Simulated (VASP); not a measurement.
# NaCl (Pm-3m) in VASP: single point with PBE

Aim: the single point of NaCl with PBE.

Everything below comes from runs of VASP 6.6.1. Logs are shortened: lines on timing, memory, paths and dates and some standing lists are left out, and cuts for length are marked.

### Step 1. The cell of the first run

Symmetry: Pm-3m, No. 221, cubic system. Conventional cell: a = 3.505 Å, b = 3.505 Å, c = 3.505 Å, α = 90.00°, β = 90.00°, γ = 90.00°. Within 4.0 Å of Na (site symmetry m-3m) lie 8 Cl at 3.04 Å and 6 Na at 3.51 Å. Within 4.0 Å of Cl (site symmetry m-3m) lie 8 Na at 3.04 Å and 6 Cl at 3.51 Å.

### Step 2. Single point, PBE

File INCAR:

```
SYSTEM = NaCl
PREC     = Accurate       ! precision mode
ENCUT    = 520            ! plane-wave cutoff, eV
EDIFF    = 1E-6           ! SCF threshold, eV
ISMEAR   = 0              ! smearing method
SIGMA    = 0.05           ! smearing width, eV
LREAL    = .False.        ! projectors in reciprocal space
LASPH    = .True.         ! aspherical terms in the spheres
NELM     = 100            ! most SCF steps
ALGO     = Normal         ! electronic algorithm
ISIF     = 2              ! what is computed and relaxed
LWAVE    = .False.        ! write WAVECAR
LCHARG   = .False.        ! write CHGCAR
GGA      = PE             ! functional
NBANDS   = 22             ! bands
```

File KPOINTS:

```
regular mesh
0
Gamma
  6 6 6
  0 0 0
```

File POSCAR:

```
NaCl
1.0
   -3.5050044763      0.0000000000     -3.5050044763
    0.0000000000     -3.5050044763     -3.5050044763
   -3.5050044763     -3.5050044763      0.0000000000
Na Cl
2 2
Direct
    0.0000000000      0.0000000000      0.0000000000
    0.5000000000      0.5000000000      0.5000000000
    0.2500000000      0.2500000000      0.2500000000
    0.7500000000      0.7500000000      0.7500000000
```

Potentials or basis: VASP PAW PBE potentials, release 64 (Na_pv, Cl).

The run is started by

```sh
> cat potpaw_PBE.64/Na_pv/POTCAR potpaw_PBE.64/Cl/POTCAR > POTCAR
> mpirun -np 1 vasp_std > vasp.out
```

OUTCAR:

```text
SYSTEM = NaCl
   PREC = Accurate
   ENCUT = 520
   EDIFF = 1E-6
   ISMEAR = 0
   LREAL = .False.
   LASPH = .True.
   NELM = 100
   ISIF = 2
   GGA = PE

 ion  position               nearest neighbor table
   1  0.000  0.000  0.000-
   2  0.500  0.500  0.500-
   3  0.250  0.250  0.250-
   4  0.750  0.750  0.750-

  LATTYP: Found a face centered cubic cell.
 ALAT       =     7.0100089526

  Lattice vectors:

 A1 = (  -3.5050044763,   0.0000000000,  -3.5050044763)
 A2 = (   0.0000000000,  -3.5050044763,  -3.5050044763)
 A3 = (  -3.5050044763,  -3.5050044763,   0.0000000000)

Analysis of symmetry for initial positions (statically):
=====================================================================
 Subroutine PRICEL returns following result:

  LATTYP: Found a simple cubic cell.
 ALAT       =     3.5050044763

  Lattice vectors:

 A1 = (   0.0000000000,   3.5050044763,   0.0000000000)
 A2 = (   0.0000000000,   0.0000000000,  -3.5050044763)
 A3 = (  -3.5050044763,   0.0000000000,   0.0000000000)

   2 primitive cells build up your supercell.

 Routine SETGRP: Setting up the symmetry group for a
 face centered cubic supercell.

 Subroutine GETGRP returns: Found 48 space group operations
 (whereof 48 operations were pure point group operations)
 out of a pool of 48 trial point group operations.

The static configuration has the point symmetry O_h .

Analysis of symmetry for dynamics (positions and initial velocities):
=====================================================================
 Subroutine PRICEL returns following result:

  LATTYP: Found a simple cubic cell.
 ALAT       =     3.5050044763

  Lattice vectors:

 A1 = (   0.0000000000,   3.5050044763,   0.0000000000)
 A2 = (   0.0000000000,   0.0000000000,  -3.5050044763)
 A3 = (  -3.5050044763,   0.0000000000,   0.0000000000)

   2 primitive cells build up your supercell.

 Routine SETGRP: Setting up the symmetry group for a
 face centered cubic supercell.

 Subroutine GETGRP returns: Found 48 space group operations
 (whereof 48 operations were pure point group operations)
 out of a pool of 48 trial point group operations.

The dynamic configuration has the point symmetry O_h .
[... 82 lines left out ...]
   ISTART =      0    job   : 0-new  1-cont  2-samecut
   ICHARG =      2    charge: 1-file 2-atom 10-const
   ISPIN  =      1    spin polarized calculation?
   LNONCOLLINEAR =      F non collinear calculations
   LSORBIT =      F    spin-orbit coupling
   LASPH  =      T    aspherical Exc in radial PAW
   ENCUT  =  520.0 eV  38.22 Ry    6.18 a.u.   9.22  9.22  9.22*2*pi/ulx,y,z
   NELM   =    100;   NELMIN=  2; NELMDL= -5     # of ELM steps
   EDIFF  = 0.1E-05   stopping-criterion for ELM
   LREAL  =      F    real-space projection
   EDIFFG = 0.1E-04   stopping-criterion for IOM
   NSW    =      0    number of steps for IOM
   IBRION =     -1    ionic relax: 0-MD 1-quasi-New 2-CG
   NFREE  =      0    steps in history (QN), initial steepest desc. (CG)
   ISIF   =      2    stress and relaxation
   ISYM   =      2    0-nonsym 1-usesym 2-fastsym
   POTIM  = 0.5000    time-step for ionic-motion
   TEBEG  =    0.0;   TEEND  =   0.0 temperature during run
   PSTRESS=    0.0 pullay stress
   NELECT =      28.0000    total number of electrons
   NUPDOWN=      -1.0000    fix difference up-down
   EMIN   =  10.00;   EMAX   =-10.00  energy-range for DOS
   EFERMI =   0.00;   METHOD = LEGACY
   ISMEAR =     0;   SIGMA  =   0.05  broadening in eV -4-tet -1-fermi 0-gaus
   EFERMI_NEDOS =   21; number of points for ismear=-14 and -15
   IALGO  =     38    algorithm
   IMIX   =      4    mixing-type and parameters
     AMIX     =   0.40;   BMIX     =  1.00
     AMIX_MAG =   1.60;   BMIX_MAG =  1.00
  volume/ion in A,a.u.               =      21.53       145.29
  Fermi-wavevector in a.u.,A,eV,Ry     =   1.125716  2.127295 17.241807  1.267237
  Thomas-Fermi vector in A             =   2.262395
   LORBIT       =      0    0 simple, 1 ext, 2 COOP (PROOUT), +10 PAW based schemes
   GGA     = PE    functional components
   LHFCALC =     F    Hartree Fock is set to
   AEXX    =    0.0000 exact exchange contribution
   IVDW    =     0    specifies the selected vdW correction
   LEPSILON=     F    determine dielectric tensor
   LRPA    =     F    only Hartree local field effects (RPA)
 non-spin polarized calculation
 Gauss-broadening in eV      SIGMA  =   0.05
  energy-cutoff  :      520.00
  volume of cell :       86.12
 maximum number of plane-waves:      2332
 NGX is ok and might be reduce to    40
   NGX = 19   NGY = 19   NGZ = 19

 number of electron      28.0000018 magnetization

 Free energy of the ion-electron system (eV)
  ---------------------------------------------------
  ext. energy  EPLUGINS =         0.00000000
  ---------------------------------------------------
  free energy    TOTEN  =       -12.93766880 eV

  energy without entropy =      -12.93766880  energy(sigma->0) =      -12.93766880

 E-fermi :   0.6640     XC(G=0):  -8.4223

 val. band max:        0.4078909147   @ k =   0.5000   0.5000   0.0000
 cond. band min:       4.3785039547   @ k =   0.0000   0.0000   0.0000
 fundamental gap:      3.9706130400
 Fermi energy:         0.6640006101

 k-point     1 :       0.0000    0.0000    0.0000
  band No.  band energies     occupation
      1     -21.6945      2.00000
      2     -21.6945      2.00000
      3     -21.6945      2.00000
      4     -21.6683      2.00000
      5     -21.6683      2.00000
      6     -21.6683      2.00000
[... 389 lines left out ...]
     21      11.4650      0.00000
     22      12.0264      0.00000

------------------------ aborting loop because EDIFF is reached ----------------------------------------

  FORCE on cell =-STRESS in cart. coord.  units (eV):
  Direction    XX          YY          ZZ          XY          YZ          ZX
  --------------------------------------------------------------------------------------
  -------------------------------------------------------------------------------------
  Total       -0.0063811     -0.0063811     -0.0063811     -0.0000000      0.0000000      0.0000000
  in kB       -0.1187157     -0.1187157     -0.1187157     -0.0000000      0.0000000      0.0000000
  external PRESSURE =      -0.1187157 kB  Pullay stress =       0.0000000 kB

 VOLUME and BASIS-vectors are now :
 -----------------------------------------------------------------------------
  energy-cutoff  :      520.00
  volume of cell :       86.12
      direct lattice vectors                 reciprocal lattice vectors
    -3.505004476  0.000000000 -3.505004476    -0.142653170  0.142653170 -0.142653170
     0.000000000 -3.505004476 -3.505004476     0.142653170 -0.142653170 -0.142653170
    -3.505004476 -3.505004476  0.000000000    -0.142653170 -0.142653170  0.142653170

 POSITION                                       TOTAL-FORCE (eV/Angst)
 -----------------------------------------------------------------------------------
      0.00000      0.00000      0.00000        -0.000000      0.000000      0.000000
     -3.50500     -3.50500     -3.50500        -0.000000      0.000000      0.000000
     -1.75250     -1.75250     -1.75250        -0.000000     -0.000000      0.000000
     -5.25751     -5.25751     -5.25751         0.000000     -0.000000     -0.000000
 -----------------------------------------------------------------------------------
    total drift:                               -0.000000      0.000000     -0.000000

  FREE ENERGIE OF THE ION-ELECTRON SYSTEM (eV)
  ---------------------------------------------------
  free  energy   TOTEN  =       -12.9376687964 eV

  energy  without entropy=      -12.9376687964  energy(sigma->0) =      -12.93766880
```

OSZICAR:

```text
N       E                     dE             d eps       ncg     rms          rms(c)
DAV:   1     0.269919101275E+03    0.26992E+03   -0.13837E+04   712   0.134E+03
DAV:   2     0.125583653851E+02   -0.25736E+03   -0.24078E+03   794   0.357E+02
DAV:   3    -0.127593476459E+02   -0.25318E+02   -0.25123E+02   836   0.113E+02
DAV:   4    -0.134326266738E+02   -0.67328E+00   -0.67210E+00   858   0.204E+01
DAV:   5    -0.134520256658E+02   -0.19399E-01   -0.19396E-01   902   0.328E+00    0.324E+00
DAV:   6    -0.129975738177E+02    0.45445E+00   -0.76186E-01   878   0.433E+00    0.236E+00
DAV:   7    -0.129374309342E+02    0.60143E-01   -0.20934E-01   940   0.227E+00    0.157E+00
DAV:   8    -0.129377124885E+02   -0.28155E-03   -0.21180E-02   836   0.117E+00    0.459E-01
DAV:   9    -0.129374540138E+02    0.25847E-03   -0.88985E-04   900   0.203E-01    0.212E-01
DAV:  10    -0.129376857589E+02   -0.23175E-03   -0.71947E-04   806   0.170E-01    0.479E-02
DAV:  11    -0.129376690388E+02    0.16720E-04   -0.41815E-05   898   0.473E-02    0.191E-02
DAV:  12    -0.129376677279E+02    0.13109E-05   -0.10858E-05   830   0.198E-02    0.859E-03
DAV:  13    -0.129376689708E+02   -0.12429E-05   -0.11445E-06   732   0.583E-03    0.218E-03
DAV:  14    -0.129376687964E+02    0.17448E-06   -0.43632E-08   502   0.156E-03
   1 F= -.12937669E+02 E0= -.12937669E+02  d E =-.157956E-14
```

stdout:

```text
POSCAR found type information on POSCAR NaCl
 POSCAR found :  2 types and       4 ions
 scaLAPACK will be used
 LDA part: xc-table for (Slater+PW92), standard interpolation
 POSCAR, INCAR and KPOINTS ok, starting setup
 FFT: planning ... GRIDC
 FFT: planning ... GRID_SOFT
 FFT: planning ... GRID
 WAVECAR not read
 entering main loop
```

Wall time 15 s (1 thread of Intel Xeon 6975P-C (Granite Rapids), shared host); peak memory 0.23 GiB.

What came out:

* Free energy: -12.9377 eV
* Pressure: 0.0 GPa
* Band gap on the k mesh: 3.97 eV

Levels at points of the mesh, in eV from the valence-band top:
```csv
k point,band 12,band 13,band 14,band 15,band 16,band 17
"(0.00, 0.00, 0.00)",-0.49,-0.49,-0.49,3.97,7.12,7.12
"(0.50, 0.00, 0.00)",-1.32,-1.32,-1.32,6.96,6.96,9.37
"(0.50, 0.50, 0.00)",-0.26,-0.26,0.00,5.54,6.91,8.55
```

A k mesh can miss the band edges.
